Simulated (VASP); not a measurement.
# ZnCu (Pm-3m) in VASP: single point with HSE06

Aim: the single point of ZnCu with HSE06.

Program: VASP 6.6.1. These are calculated values, not measurements. Logs are shortened: lines on timing, memory, paths and dates and some standing lists are left out, and cuts for length are marked.

### 1 The cell of the first run

The structure is cubic, space group Pm-3m (No. 221). The conventional cell has a = 2.965 Å, b = 2.965 Å, c = 2.965 Å, α = 90.00°, β = 90.00°, γ = 90.00°. Within 3.4 Å of Zn (site symmetry m-3m) lie 8 Cu at 2.57 Å and 6 Zn at 2.97 Å. Cu (site symmetry m-3m) has 8 Zn at 2.57 Å and 6 Cu at 2.97 Å within 3.4 Å.

### 2 Single point, HSE06

File POSCAR:

```
ZnCu
1.0
    2.9652259791      0.0000000000      0.0000000000
    0.0000000000      2.9652259791      0.0000000000
    0.0000000000      0.0000000000      2.9652259791
Zn Cu
1 1
Direct
    0.5000000000      0.5000000000      0.5000000000
    0.0000000000      0.0000000000      0.0000000000
```

File INCAR.step1:

```
SYSTEM = ZnCu
PREC     = Accurate       ! precision mode
ENCUT    = 520            ! plane-wave cutoff, eV
EDIFF    = 1E-5           ! SCF threshold, eV
ISMEAR   = 0              ! smearing method
SIGMA    = 0.05           ! smearing width, eV
LREAL    = .FALSE.        ! projectors in reciprocal space
LASPH    = .TRUE.         ! aspherical terms in the spheres
NELM     = 120            ! most SCF steps
ALGO     = Normal         ! electronic algorithm
ISIF     = 2              ! what is computed and relaxed
LWAVE    = .TRUE.         ! write WAVECAR
LCHARG   = .FALSE.        ! write CHGCAR
GGA      = PE             ! functional
NBANDS   = 18             ! bands
GGA_COMPAT= .FALSE.      
KPAR     = 4
```

File INCAR.step2:

```
SYSTEM = ZnCu
PREC     = Accurate       ! precision mode
ENCUT    = 520            ! plane-wave cutoff, eV
EDIFF    = 1E-6           ! SCF threshold, eV
ISMEAR   = 0              ! smearing method
SIGMA    = 0.05           ! smearing width, eV
LREAL    = .FALSE.        ! projectors in reciprocal space
LASPH    = .TRUE.         ! aspherical terms in the spheres
NELM     = 120            ! most SCF steps
ALGO     = Normal         ! electronic algorithm
ISIF     = 2              ! what is computed and relaxed
LWAVE    = .FALSE.        ! write WAVECAR
LCHARG   = .FALSE.        ! write CHGCAR
GGA      = PE             ! functional
LHFCALC  = .TRUE.         ! exact exchange
HFSCREEN = 0.2079         ! screening, 1/A
PRECFOCK = Normal       
ISTART   = 1            
NBANDS   = 18             ! bands
GGA_COMPAT= .FALSE.      
KPAR     = 4
```

File KPOINTS:

```
regular mesh
0
G
  8 8 8
  0 0 0
```

Potentials or basis: VASP PAW PBE potentials, release 64 (Zn, Cu).

Launch:

```sh
$ cat potpaw_PBE.64/Zn/POTCAR potpaw_PBE.64/Cu/POTCAR > POTCAR
$ cp INCAR.step1 INCAR
$ mpirun -np 4 vasp_std > vasp.out
$ cp INCAR.step2 INCAR
$ mpirun -np 4 vasp_std > vasp.out
```

OUTCAR:

```text
SYSTEM = ZnCu
   PREC = Accurate
   ENCUT = 520
   EDIFF = 1E-6
   ISMEAR = 0
   LREAL = .FALSE.
   LASPH = .TRUE.
   NELM = 120
   ISIF = 2
   GGA = PE
   LHFCALC = .TRUE.
   HFSCREEN = 0.2079
   PRECFOCK = Normal
   ISTART = 1

 ion  position               nearest neighbor table
   1  0.500  0.500  0.500-   2 2.57   2 2.57   2 2.57   2 2.57   2 2.57   2 2.57   2 2.57   2 2.57

   2  0.000  0.000  0.000-   1 2.57   1 2.57   1 2.57   1 2.57   1 2.57   1 2.57   1 2.57   1 2.57

  LATTYP: Found a simple cubic cell.
 ALAT       =     2.9652259791

  Lattice vectors:

 A1 = (   2.9652259791,   0.0000000000,   0.0000000000)
 A2 = (   0.0000000000,   2.9652259791,   0.0000000000)
 A3 = (   0.0000000000,   0.0000000000,   2.9652259791)

Analysis of symmetry for initial positions (statically):
=====================================================================
 Subroutine PRICEL returns:
 Original cell was already a primitive cell.

 Routine SETGRP: Setting up the symmetry group for a
 simple cubic supercell.

 Subroutine GETGRP returns: Found 48 space group operations
 (whereof 48 operations were pure point group operations)
 out of a pool of 48 trial point group operations.

The static configuration has the point symmetry O_h .

Analysis of symmetry for dynamics (positions and initial velocities):
=====================================================================
 Subroutine PRICEL returns:
 Original cell was already a primitive cell.

 Routine SETGRP: Setting up the symmetry group for a
 simple cubic supercell.

 Subroutine GETGRP returns: Found 48 space group operations
 (whereof 48 operations were pure point group operations)
 out of a pool of 48 trial point group operations.

The dynamic configuration has the point symmetry O_h .

 Subroutine INISYM returns: Found 48 space group operations
 (whereof 48 operations are pure point group operations),
 and found     1 'primitive' translations

----------------------------------------------------------------------------------------

                                     Primitive cell

  volume of cell :      26.0719

  direct lattice vectors                    reciprocal lattice vectors
     2.965225979  0.000000000  0.000000000     0.337242425  0.000000000  0.000000000
     0.000000000  2.965225979  0.000000000     0.000000000  0.337242425  0.000000000
     0.000000000  0.000000000  2.965225979     0.000000000  0.000000000  0.337242425

  length of vectors
     2.965225979  2.965225979  2.965225979     0.337242425  0.337242425  0.337242425

  position of ions in fractional coordinates (direct lattice)
     0.500000000  0.500000000  0.500000000
     0.000000000  0.000000000  0.000000000

  ion indices of the primitive-cell ions
   primitive index   ion index
                 1           1
                 2           2

----------------------------------------------------------------------------------------

 KPOINTS: regular mesh

Automatic generation of k-mesh.
 Grid dimensions read from file:
 generate k-points for:    8    8    8

 Generating k-lattice:

  Cartesian coordinates                     Fractional coordinates (reciprocal lattice)
     0.042155303  0.000000000  0.000000000     0.125000000  0.000000000  0.000000000
     0.000000000  0.042155303  0.000000000     0.000000000  0.125000000  0.000000000
     0.000000000  0.000000000  0.042155303     0.000000000  0.000000000  0.125000000

  Length of vectors
     0.042155303  0.042155303  0.042155303

  Shift w.r.t. Gamma in fractional coordinates (k-lattice)
     0.000000000  0.000000000  0.000000000

 Subroutine IBZKPT returns following result:
 ===========================================

 Found     35 irreducible k-points:

 Following reciprocal coordinates:
            Coordinates               Weight
  0.000000  0.000000  0.000000      1.000000
  0.125000  0.000000  0.000000      6.000000
  0.250000  0.000000  0.000000      6.000000
  0.375000  0.000000  0.000000      6.000000
  0.500000  0.000000  0.000000      3.000000
  0.125000  0.125000  0.000000     12.000000
[... 16 lines left out ...]
  0.375000  0.375000  0.125000     24.000000
  0.500000  0.375000  0.125000     24.000000
 [... further k-points ...]
   k-points           NKPTS =     35   k-points in BZ     NKDIM =    512   number of bands    NBANDS=     18
   number of dos      NEDOS =    301   number of ions     NIONS =      2
   total plane-waves  NPLWV =  13824
   dimension x,y,z NGX =    24 NGY =   24 NGZ =   24
   dimension x,y,z NGXF=    48 NGYF=   48 NGZF=   48
   ions per type =               1   1
   NGX,Y,Z   is equivalent  to a cutoff of  13.46, 13.46, 13.46 a.u.
   NGXF,Y,Z  is equivalent  to a cutoff of  26.91, 26.91, 26.91 a.u.
 SYSTEM =  ZnCu
   PREC   = accura    normal or accurate (medium, high low for compatibility)
   ISTART =      1    job   : 0-new  1-cont  2-samecut
   ICHARG =      0    charge: 1-file 2-atom 10-const
   ISPIN  =      1    spin polarized calculation?
   LNONCOLLINEAR =      F non collinear calculations
   LSORBIT =      F    spin-orbit coupling
   LASPH  =      T    aspherical Exc in radial PAW
   ENCUT  =  520.0 eV  38.22 Ry    6.18 a.u.   5.51  5.51  5.51*2*pi/ulx,y,z
   NELM   =    120;   NELMIN=  2; NELMDL=  0     # of ELM steps
   EDIFF  = 0.1E-05   stopping-criterion for ELM
   LREAL  =      F    real-space projection
   EDIFFG = 0.1E-04   stopping-criterion for IOM
   NSW    =      0    number of steps for IOM
   IBRION =     -1    ionic relax: 0-MD 1-quasi-New 2-CG
   NFREE  =      0    steps in history (QN), initial steepest desc. (CG)
   ISIF   =      2    stress and relaxation
   ISYM   =      3    0-nonsym 1-usesym 2-fastsym
   POTIM  = 0.5000    time-step for ionic-motion
   TEBEG  =    0.0;   TEEND  =   0.0 temperature during run
   PSTRESS=    0.0 pullay stress
   NELECT =      23.0000    total number of electrons
   NUPDOWN=      -1.0000    fix difference up-down
   EMIN   =  10.00;   EMAX   =-10.00  energy-range for DOS
   EFERMI =   0.00;   METHOD = LEGACY
   ISMEAR =     0;   SIGMA  =   0.05  broadening in eV -4-tet -1-fermi 0-gaus
   EFERMI_NEDOS =   21; number of points for ismear=-14 and -15
   IALGO  =     38    algorithm
   IMIX   =      1    mixing-type and parameters
     AMIX     =   0.40;   BMIX     =  1.00
     AMIX_MAG =   1.60;   BMIX_MAG =  1.00
  volume/ion in A,a.u.               =      13.04        87.97
  Fermi-wavevector in a.u.,A,eV,Ry     =   1.570096  2.967052 33.541118  2.465203
  Thomas-Fermi vector in A             =   2.671881
   LORBIT       =      0    0 simple, 1 ext, 2 COOP (PROOUT), +10 PAW based schemes
   GGA     = PE    functional components
   LHFCALC =     T    Hartree Fock is set to
   PRECFOCK=normal    Normal, Fast or Accurate (Low or Medium for compatibility)
   ENCUT4O =  -1.0   cutoff for four orbital integrals eV
   NKREDX  =     1    reduce k-point grid by
   NKREDY  =     1    reduce k-point grid by
   NKREDZ  =     1    reduce k-point grid by
   AEXX    =    0.2500 exact exchange contribution
   HFSCREEN=    0.2079 screening length (either q_TF or 0.3 A-1)
   HFSCREENC=   0.2079 screening length for correlation (either q_TF or 0.3 A-1)
   ENCUTFOCK=  -1.0 apply spherical cutoff to Coloumb kernel
   IVDW    =     0    specifies the selected vdW correction
   LEPSILON=     F    determine dielectric tensor
   LRPA    =     F    only Hartree local field effects (RPA)
 non-spin polarized calculation
 Gauss-broadening in eV      SIGMA  =   0.05
  energy-cutoff  :      520.00
  volume of cell :       26.07
 maximum number of plane-waves:       739
 NGX is ok and might be reduce to    24
  NGX = 18; NGY = 18; NGZ = 18

 number of electron      23.0000021 magnetization

 Free energy of the ion-electron system (eV)
  ---------------------------------------------------
  ext. energy  EPLUGINS =         0.00000000
  ---------------------------------------------------
  free energy    TOTEN  =        -5.15592188 eV

  energy without entropy =       -5.15558961  energy(sigma->0) =       -5.15575575

 E-fermi :   4.7288     XC(G=0):  -9.9863

 val. band max:        4.6568139068   @ k =   0.3750   0.2500   0.1250
 cond. band min:       4.9424522530   @ k =   0.3750   0.3750   0.1250
 fundamental gap:      0.2856383461
 Fermi energy:         4.7288268680

 k-point     1 :       0.0000    0.0000    0.0000
  band No.  band energies     occupation
      1      -6.1668      2.00000
      2      -4.8049      2.00000
      3      -4.8049      2.00000
      4      -4.1246      2.00000
      5      -4.1246      2.00000
      6      -4.1246      2.00000
[... 10 lines left out ...]
     17      18.7409      0.00000
     18      29.5385      0.00000

 k-point     2 :       0.1250    0.0000    0.0000
  band No.  band energies     occupation
      1      -5.8575      2.00000
      2      -4.7778      2.00000
      3      -4.7399      2.00000
      4      -4.1475      2.00000
      5      -4.1475      2.00000
      6      -4.1134      2.00000
[... 10 lines left out ...]
     17      20.6754      0.00000
     18      27.1980      0.00000

 k-point     3 :       0.2500    0.0000    0.0000
  band No.  band energies     occupation
      1      -5.0583      2.00000
      2      -4.7115      2.00000
      3      -4.4577      2.00000
      4      -4.2027      2.00000
      5      -4.2027      2.00000
      6      -4.0864      2.00000
[... 10 lines left out ...]
     17      24.2018      0.00000
     18      24.2018      0.00000

 k-point     4 :       0.3750    0.0000    0.0000
  band No.  band energies     occupation
      1      -4.6581      2.00000
      2      -4.6438      2.00000
      3      -4.2576      2.00000
      4      -4.2576      2.00000
      5      -4.0590      2.00000
      6      -3.2037      2.00000
[... 10 lines left out ...]
     17      21.0338      0.00000
     18      21.0338      0.00000

 k-point     5 :       0.5000    0.0000    0.0000
  band No.  band energies     occupation
      1      -4.6153      2.00000
      2      -4.5833      2.00000
      3      -4.2803      2.00000
      4      -4.2803      2.00000
      5      -4.0476      2.00000
      6      -1.7114      2.00000
[... 10 lines left out ...]
     17      19.3293      0.00000
     18      20.6451      0.00000

 k-point     6 :       0.1250    0.1250    0.0000
  band No.  band energies     occupation
      1      -5.5587      2.00000
      2      -4.7340      2.00000
      3      -4.6966      2.00000
      4      -4.1634      2.00000
      5      -4.1583      2.00000
      6      -4.1217      2.00000
[... 307 lines left out ...]
 k-point    21 :       0.3750    0.2500    0.1250
  band No.  band energies     occupation
      1      -4.6064      2.00000
      2      -4.5322      2.00000
      3      -4.3505      2.00000
      4      -4.2744      2.00000
      5      -4.2357      2.00000
      6      -1.9200      2.00000
[... 10 lines left out ...]
     17      22.3323      0.00000
     18      22.9068      0.00000

 k-point    22 :       0.5000    0.2500    0.1250
  band No.  band energies     occupation
      1      -4.6375      2.00000
      2      -4.5144      2.00000
      3      -4.3823      2.00000
      4      -4.2632      2.00000
      5      -4.2021      2.00000
      6      -0.8480      2.00000
[... 10 lines left out ...]
     17      22.7649      0.00000
     18      23.7382      0.00000

 k-point    23 :       0.3750    0.3750    0.1250
  band No.  band energies     occupation
      1      -4.7479      2.00000
      2      -4.5202      2.00000
      3      -4.3723      2.00000
      4      -4.3497      2.00000
      5      -4.0459      2.00000
      6      -1.1091      2.00000
[... 10 lines left out ...]
     17      19.7831      0.00000
     18      22.6577      0.00000

 k-point    24 :       0.5000    0.3750    0.1250
  band No.  band energies     occupation
      1      -4.8024      2.00000
      2      -4.5152      2.00000
      3      -4.4017      2.00000
      4      -4.3663      2.00000
      5      -3.9703      2.00000
      6      -0.7751      2.00000
[... 10 lines left out ...]
     17      20.7993      0.00000
     18      21.7991      0.00000

 [... further k-points ...]

------------------------ aborting loop because EDIFF is reached ----------------------------------------

  FORCE on cell =-STRESS in cart. coord.  units (eV):
  Direction    XX          YY          ZZ          XY          YZ          ZX
  --------------------------------------------------------------------------------------
  -------------------------------------------------------------------------------------
  Total        0.0831828      0.0831828      0.0831828      0.0000000      0.0000000     -0.0000000
  in kB        5.1117626      5.1117626      5.1117626      0.0000000      0.0000000     -0.0000000
  external PRESSURE =       5.1117626 kB  Pullay stress =       0.0000000 kB

 VOLUME and BASIS-vectors are now :
 -----------------------------------------------------------------------------
  energy-cutoff  :      520.00
  volume of cell :       26.07
      direct lattice vectors                 reciprocal lattice vectors
     2.965225979  0.000000000  0.000000000     0.337242425  0.000000000  0.000000000
     0.000000000  2.965225979  0.000000000     0.000000000  0.337242425  0.000000000
     0.000000000  0.000000000  2.965225979     0.000000000  0.000000000  0.337242425

 POSITION                                       TOTAL-FORCE (eV/Angst)
 -----------------------------------------------------------------------------------
      1.48261      1.48261      1.48261         0.000000      0.000000      0.000000
      0.00000      0.00000      0.00000         0.000000      0.000000      0.000000
 -----------------------------------------------------------------------------------
    total drift:                               -0.000002     -0.000002     -0.000002

  FREE ENERGIE OF THE ION-ELECTRON SYSTEM (eV)
  ---------------------------------------------------
  free  energy   TOTEN  =        -5.1559218831 eV

  energy  without entropy=       -5.1555896147  energy(sigma->0) =       -5.15575575
```

Run time: 32 min. Hardware: 4 MPI ranks of Intel Xeon 6975P-C (Granite Rapids), shared host; peak memory 0.26 GiB.

Results:

- Free energy: -5.1559 eV
- Pressure: 0.5 GPa
- Band gap on the k mesh: zero (an odd number of electrons rules out a gap without spin polarisation)

Caveat: the PAW data sets were made with another functional, which shifts forces and pressure a little.

The gap in the log of VASP goes by the Fermi energy; the results here count the filled bands.